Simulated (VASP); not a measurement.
Li, 1 atom in the cell. It takes space group Im-3m (No. 229, cubic). Conventional cell: a = 3.509 Å, b = 3.509 Å, c = 3.509 Å, α = 90.00°, β = 90.00°, γ = 90.00°. Within 4.0 Å of Li (site symmetry m-3m) lie 14 Li at 3.04 to 3.51 Å. 

```yaml
Program: VASP 6.6.1
Task: relaxation of volume and atoms at fixed shape
Functional: PBEsol
Potentials_or_basis: VASP PAW PBE potentials, release 64 (Li_sv)
Cutoff: 750 eV
k_mesh: 10 × 10 × 10
Occupations: fermi-dirac, width 0.1 eV
Spin: no spin polarisation
Dipole_correction: no
Further_INCAR_settings: ALGO = Normal; EDIFF = 1e-07; IBRION = 2; EDIFFG = -0.03; NSW = 80; ISIF = 8
```

Potentials or basis: VASP PAW PBE potentials, release 64 (Li_sv).

Command:

```sh
$ cat potpaw_PBE.64/Li_sv/POTCAR > POTCAR
$ mpirun -np 1 vasp_std > vasp.out
```

Hardware: 1 thread of AMD EPYC 9R45 96-Core Processor (Zen 5), with other jobs on the host.

How long does it take, and how much memory?

Wall time 13 s on 1 thread of AMD EPYC 9R45 96-Core Processor (Zen 5) (shared host), peak memory 0.11 GiB. Counts: scf iterations 29, k points 47, ion steps 3.
